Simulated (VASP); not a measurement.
# Ga (C2/c) in VASP: further runs

Ga is run at these levels: BLYP+D3(BJ), PBEsol; tasks: relaxation of cell and atoms, single point.

All numbers are computed with VASP 6.6.1; they aren't measurements. Logs are shortened: lines on timing, memory, paths and dates and some standing lists are left out, and cuts for length are marked.

## (1) The cell of the first run

It takes space group C2/c (No. 15, monoclinic). Conventional cell: a = 2.766 Å, b = 8.053 Å, c = 3.332 Å, α = 90.00°, β = 92.02°, γ = 90.00°. Within 3.5 Å of Ga (site symmetry 2) lie 10 Ga at 2.69 to 3.33 Å.

## (2) Relaxation of cell and atoms, BLYP+D3(BJ)

The input, INCAR:

```
  AGGAC = 1.0
  AGGAX = 1.0
  ALDAC = 0.0
  ALDAX = 1.0
  ALGO = Normal
  EDIFF = 1E-7
  EDIFFG = -0.02
  ENCUT = 600
  GGA = B5
  IBRION = 2
  ISIF = 3
  ISMEAR = -1
  IVDW = 12
  LASPH = True
  LCHARG = False
  LREAL = False
  LWAVE = False
  NELM = 60
  NSW = 80
  PREC = Accurate
  SIGMA = 0.05
  VDW_A1 = 0.4298
  VDW_A2 = 4.2359
  VDW_S6 = 1.0
  VDW_S8 = 2.6996
```

The input, KPOINTS:

```
k-points
0
Gamma
  10 10 8
```

The input, POSCAR:

```
Ga
1.0
    1.3830000000     -4.0265000000      0.0000000000
    1.3830000000      4.0265000000      0.0000000000
   -0.1174474948      0.0000000000      3.3299294416
Ga
2
Direct
    0.1310000000      0.8690000000      0.7500000000
    0.8690000000      0.1310000000      0.2500000000
```

Potentials or basis: VASP PAW PBE potentials, release 64 (Ga_d).

Command:

```console
> cat potpaw_PBE.64/Ga_d/POTCAR > POTCAR
> mpirun -np 1 vasp_std > vasp.out
```

OUTCAR:

```text
EDIFF = 1E-7
   EDIFFG = -0.02
   ENCUT = 600
   GGA = B5
   IBRION = 2
   ISIF = 3
   ISMEAR = -1
   IVDW = 12
   LASPH = True
   LREAL = False
   NELM = 60
   NSW = 80
   PREC = Accurate
 IVDW          = 12

 ion  position               nearest neighbor table
   1  0.131  0.869  0.750-   2 2.69   2 2.69   2 2.86   2 2.86   2 2.92   2 2.92
   2  0.869  0.131  0.250-   1 2.69   1 2.69   1 2.86   1 2.86   1 2.92   1 2.92

  LATTYP: Found a base centered monoclinic cell.
 ALAT       =     2.7660000000
 B/A-ratio  =     2.9114244396
 C/A-ratio  =     1.2046276211
 COS(beta)  =    -0.0352483478

  Lattice vectors:

 A1 = (   1.3830000000,  -4.0265000000,   0.0000000000)
 A2 = (   1.3830000000,   4.0265000000,   0.0000000000)
 A3 = (  -0.1174474948,   0.0000000000,   3.3299294416)

Analysis of symmetry for initial positions (statically):
=====================================================================
 Subroutine PRICEL returns:
 Original cell was already a primitive cell.

 Routine SETGRP: Setting up the symmetry group for a
 base centered monoclinic supercell.

 Subroutine GETGRP returns: Found  4 space group operations
 (whereof  2 operations were pure point group operations)
 out of a pool of  4 trial point group operations.

The static configuration has the point symmetry S_2 .
 The point group associated with its full space group is C_2h.

Analysis of symmetry for dynamics (positions and initial velocities):
=====================================================================
 Subroutine PRICEL returns:
 Original cell was already a primitive cell.

 Routine SETGRP: Setting up the symmetry group for a
 base centered monoclinic supercell.

 Subroutine GETGRP returns: Found  4 space group operations
 (whereof  2 operations were pure point group operations)
 out of a pool of  4 trial point group operations.

The dynamic configuration has the point symmetry S_2 .
 The point group associated with its full space group is C_2h.

 Subroutine INISYM returns: Found  4 space group operations
 (whereof  2 operations are pure point group operations),
 and found     1 'primitive' translations

----------------------------------------------------------------------------------------

                                     Primitive cell

  volume of cell :      37.0864

  direct lattice vectors                    reciprocal lattice vectors
     1.383000000 -4.026500000  0.000000000     0.361532899 -0.124177325  0.012751361
     1.383000000  4.026500000  0.000000000     0.361532899  0.124177325  0.012751361
    -0.117447495  0.000000000  3.329929442     0.000000000  0.000000000  0.300306663

  length of vectors
[... 83 lines left out ...]
   LREAL  =      F    real-space projection
   EDIFFG = -.2E-01   stopping-criterion for IOM
   NSW    =     80    number of steps for IOM
   IBRION =      2    ionic relax: 0-MD 1-quasi-New 2-CG
   NFREE  =      1    steps in history (QN), initial steepest desc. (CG)
   ISIF   =      3    stress and relaxation
   ISYM   =      2    0-nonsym 1-usesym 2-fastsym
   POTIM  = 0.5000    time-step for ionic-motion
   TEBEG  =    0.0;   TEEND  =   0.0 temperature during run
   PSTRESS=    0.0 pullay stress
   NELECT =      26.0000    total number of electrons
   NUPDOWN=      -1.0000    fix difference up-down
   EMIN   =  10.00;   EMAX   =-10.00  energy-range for DOS
   EFERMI =   0.00;   METHOD = LEGACY
   ISMEAR =    -1;   SIGMA  =   0.05  broadening in eV -4-tet -1-fermi 0-gaus
   EFERMI_NEDOS =   21; number of points for ismear=-14 and -15
   IALGO  =     38    algorithm
   IMIX   =      4    mixing-type and parameters
     AMIX     =   0.40;   BMIX     =  1.00
     AMIX_MAG =   1.60;   BMIX_MAG =  1.00
  volume/ion in A,a.u.               =      18.54       125.14
  Fermi-wavevector in a.u.,A,eV,Ry     =   1.454323  2.748273 28.777089  2.115056
  Thomas-Fermi vector in A             =   2.571487
   LORBIT       =      0    0 simple, 1 ext, 2 COOP (PROOUT), +10 PAW based schemes
   GGA     = B5    functional components
   LHFCALC =     F    Hartree Fock is set to
   AEXX    =    0.0000 exact exchange contribution
   IVDW    =    12    specifies the selected vdW correction
   LEPSILON=     F    determine dielectric tensor
   LRPA    =     F    only Hartree local field effects (RPA)
 conjugate gradient relaxation of ions
 non-spin polarized calculation
  energy-cutoff  :      600.00
  volume of cell :       37.09
 maximum number of plane-waves:      1265
 NGX is ok and might be reduce to    36
   NGX = 17   NGY = 17   NGZ = 13

--------------------------------------- Ionic step        1  -------------------------------------------

 number of electron      26.0000011 magnetization

 Free energy of the ion-electron system (eV)
  ---------------------------------------------------
  ext. energy  EPLUGINS =         0.00000000
  ---------------------------------------------------
  free energy    TOTEN  =        -4.17105653 eV

  energy without entropy =       -4.16466628  energy(sigma->0) =       -4.16786141

------------------------ aborting loop because EDIFF is reached ----------------------------------------

 Edisp (eV)   -1.46498

 E8    (eV) :    -1.1126
[... 105 lines left out ...]
  FREE ENERGIE OF THE ION-ELECTRON SYSTEM (eV)
  ---------------------------------------------------
  free  energy   TOTEN  =        -5.6411153363 eV

  energy  without entropy=       -5.6350290244  energy(sigma->0) =       -5.63807218

[... ionic steps 4 to 7 ...]

--------------------------------------- Ionic step        8  -------------------------------------------

 number of electron      25.9999997 magnetization

------------------------ aborting loop because EDIFF is reached ----------------------------------------
[... 75 lines left out ...]
--------------------------------------- Ionic step       10  -------------------------------------------

 number of electron      25.9999997 magnetization

 Free energy of the ion-electron system (eV)
  ---------------------------------------------------
  ext. energy  EPLUGINS =         0.00000000
  ---------------------------------------------------
  free energy    TOTEN  =        -4.19618217 eV

  energy without entropy =       -4.18994615  energy(sigma->0) =       -4.19306416

 E-fermi :   6.0185     XC(G=0): -10.4264

 val. band max:        6.0172080244   @ k =   0.4000  -0.0000   0.5000
 cond. band min:       6.0673608099   @ k =   0.5000  -0.0000   0.1250
 fundamental gap:      0.0501527855
 Fermi energy:         6.0184530284

 k-point     1 :       0.0000    0.0000    0.0000
  band No.  band energies     occupation
      1      -9.2288      2.00000
      2      -9.2271      2.00000
      3      -9.1626      2.00000
      4      -9.1585      2.00000
      5      -8.9275      2.00000
      6      -8.9265      2.00000
[... 457 lines left out ...]
      4      -9.0301      2.00000
      5      -9.0172      2.00000
      6      -8.9780      2.00000
[... 9 lines left out ...]
     16      12.5876      0.00000
     17      13.0106      0.00000

 [... further k-points ...]

------------------------ aborting loop because EDIFF is reached ----------------------------------------

 Edisp (eV)   -1.44768

 E8    (eV) :    -1.0995
[... 25 lines left out ...]
  FREE ENERGIE OF THE ION-ELECTRON SYSTEM (eV)
  ---------------------------------------------------
  free  energy   TOTEN  =        -5.6438624757 eV

  energy  without entropy=       -5.6376264542  energy(sigma->0) =       -5.64074446

 reached required accuracy - stopping structural energy minimisation
```

OSZICAR:

```text
N       E                     dE             d eps       ncg     rms          rms(c)
DAV:   1     0.119423119146E+03    0.11942E+03   -0.15143E+04  7902   0.317E+03
DAV:   2     0.340975456162E+01   -0.11601E+03   -0.11466E+03  8240   0.388E+02
DAV:   3    -0.410390234110E+01   -0.75137E+01   -0.74584E+01  8795   0.945E+01
[... 87 lines left out ...]
DAV:   3    -0.419615464258E+01    0.11519E-02   -0.18438E-03 11771   0.704E-01    0.197E-02
DAV:   4    -0.419618284450E+01   -0.28202E-04   -0.39899E-04  8003   0.228E-01    0.101E-02
DAV:   5    -0.419618248846E+01    0.35605E-06   -0.15706E-05 10331   0.463E-02    0.388E-03
DAV:   6    -0.419618218736E+01    0.30109E-06   -0.27339E-06  9643   0.279E-02    0.889E-04
DAV:   7    -0.419618217172E+01    0.15643E-07   -0.20600E-07  5859   0.599E-03
  10 F= -.56438625E+01 E0= -.56407445E+01  d E =-.341407E-03
```

It took 7.7 min on 1 thread of Intel Xeon 6975P-C (Granite Rapids), shared host; peak memory 0.32 GiB.

What came out:

- Free energy: -5.6439 eV
- Relaxed volume: 18.76 Å³/atom
- Relaxed cell: a = 4.273 Å, b = 4.273 Å, c = 3.292 Å, α = 90.21°, β = 90.21°, γ = 141.38°
- Space group after relaxing (to 0.1 Å): Cmcm (No. 63)
- Energy gained by relaxing: 3.9 meV/atom
- Ionic steps: 10
- Pressure after relaxing: 0.0 GPa
- Largest force after relaxing: 0.013 eV/Å
- Band gap on the k mesh: zero (bands 13 and 14 overlap by 8.21 eV)
- Dispersion energy per atom: -0.724 eV

Forces in eV/Å, atoms in the order of the input:
```
Ga   0.000  0.013  0.000
Ga   0.000 -0.013  0.000
```

Step by step:
```
step  energy change (eV)  largest force (eV/Å)  pressure (GPa)  volume (Å³)
   1              0.0000                0.1654            0.62        37.09
   2             -0.0038                0.0971            0.09        37.47
   3             -0.0051                0.0494           -0.26        37.76
   4             -0.0041                0.0406           -0.93        38.35
   5             -0.0053                0.0242           -0.49        37.92
   6             -0.0069                0.0035           -0.18        37.72
   7             -0.0074                0.0286            0.01        37.56
   8             -0.0075                0.0351            0.02        37.52
   9             -0.0075                0.0420            0.07        37.48
  10             -0.0078                0.0126           -0.02        37.52
```

Final structure:
```yaml
crystal:
  lattice:
    - [1.41301, -4.03285, 0.01759]
    - [1.41301, 4.03285, 0.01759]
    - [-0.07758, 0.00000, 3.29084]
  atoms:
    - { symbol: Ga, position: [0.13438, 0.86562, 0.75000] }
    - { symbol: Ga, position: [0.86562, 0.13438, 0.25000] }
```

Levels at points of the mesh, in eV from the Fermi level:
```csv
k point,band 9,band 10,band 11,band 12,band 13,band 14,band 15,band 16,band 17
"(0.00, 0.00, 0.00)",-14.88,-14.75,-11.16,-1.98,-1.68,1.93,6.06,8.65,9.71
"(0.50, 0.00, 0.00)",-14.81,-14.78,-6.34,-5.13,-1.45,-0.06,5.97,6.40,8.52
"(0.50, 0.50, 0.00)",-14.85,-14.81,-9.18,-8.37,4.11,5.05,6.15,6.34,6.68
"(0.00, 0.00, 0.50)",-14.82,-14.82,-7.65,-7.65,1.79,1.79,2.64,2.64,10.80
"(0.50, 0.00, 0.50)",-14.78,-14.78,-3.04,-3.01,-1.66,-1.64,1.90,2.07,4.51
"(0.50, 0.50, 0.50)",-14.89,-14.89,-5.99,-5.99,-4.10,-4.10,10.12,10.12,11.60
```

Caveat: the PAW data sets were made with another functional, which shifts forces and pressure a little. Zero-point motion and thermal expansion aren't in these numbers.

## (3) Single point, PBEsol (17.80 Å³/atom)

This run uses another cell than the first one, of 17.80 Å³/atom.

The input, INCAR:

```
SYSTEM = Ga
PREC     = Accurate       ! precision mode
ENCUT    = 520            ! plane-wave cutoff, eV
EDIFF    = 1E-6           ! SCF threshold, eV
ISMEAR   = -1             ! smearing method
SIGMA    = 0.05           ! smearing width, eV
LREAL    = .FALSE.        ! projectors in reciprocal space
LASPH    = .TRUE.         ! aspherical terms in the spheres
NELM     = 100            ! most SCF steps
ALGO     = Fast           ! electronic algorithm
ISIF     = 2              ! what is computed and relaxed
LWAVE    = .FALSE.        ! write WAVECAR
LCHARG   = .FALSE.        ! write CHGCAR
GGA      = PS             ! functional
NBANDS   = 20             ! bands
```

The input, KPOINTS:

```
regular mesh
0
G
  10 10 8
  0 0 0
```

The input, POSCAR:

```
Ga
1.0
    1.3643085195     -3.9720811669      0.0000000000
    1.3643085195      3.9720811669      0.0000000000
   -0.1158601719      0.0000000000      3.2849248782
Ga
2
Direct
    0.1310000000      0.8690000000      0.7500000000
    0.8690000000      0.1310000000      0.2500000000
```

Potentials or basis: VASP PAW PBE potentials, release 64 (Ga_d).

Command:

```console
> cat potpaw_PBE.64/Ga_d/POTCAR > POTCAR
> mpirun -np 1 vasp_std > vasp.out
```

It took 98 s on 1 thread of Intel Xeon Platinum 8259CL at 2.50GHz (Skylake/Cascade Lake), shared host; peak memory 0.25 GiB.

It converged, with:

- Free energy: -6.6812 eV
- Pressure: 0.4 GPa
- Largest force: 0.214 eV/Å
- Band gap on the k mesh: zero (bands 13 and 14 overlap by 8.70 eV)

Forces in eV/Å, atoms in the order of the input:
```
Ga   0.000 -0.214  0.000
Ga   0.000  0.214  0.000
```

Stress tensor (GPa, compression positive):
```
 1.22  0.00  0.52
 0.00  0.60  0.00
 0.52  0.00 -0.51
```

Levels at points of the mesh, in eV from the Fermi level:
| k point | band 9 | band 10 | band 11 | band 12 | band 13 | band 14 | band 15 | band 16 | band 17 | band 18 |
| --- | --- | --- | --- | --- | --- | --- | --- | --- | --- | --- |
| (0.00, 0.00, 0.00) | -14.72 | -14.58 | -11.55 | -2.21 | -1.50 | 1.64 | 5.50 | 9.99 | 10.52 | 10.74 |
| (0.50, 0.00, 0.00) | -14.64 | -14.60 | -6.14 | -5.21 | -1.43 | 0.08 | 5.98 | 6.83 | 8.70 | 9.68 |
| (0.50, 0.50, 0.00) | -14.69 | -14.64 | -9.35 | -8.84 | 4.09 | 4.70 | 6.05 | 6.28 | 7.76 | 11.16 |
| (0.00, 0.00, 0.50) | -14.65 | -14.65 | -7.98 | -7.98 | 1.71 | 1.71 | 2.54 | 2.54 | 12.06 | 12.06 |
| (0.50, 0.00, 0.50) | -14.60 | -14.60 | -2.92 | -2.83 | -1.72 | -1.50 | 1.77 | 2.34 | 4.39 | 4.87 |
| (0.50, 0.50, 0.50) | -14.74 | -14.74 | -6.07 | -6.07 | -4.61 | -4.61 | 11.21 | 11.21 | 12.19 | 12.19 |

Caveat: the PAW data sets were made with another functional, which shifts forces and pressure a little.
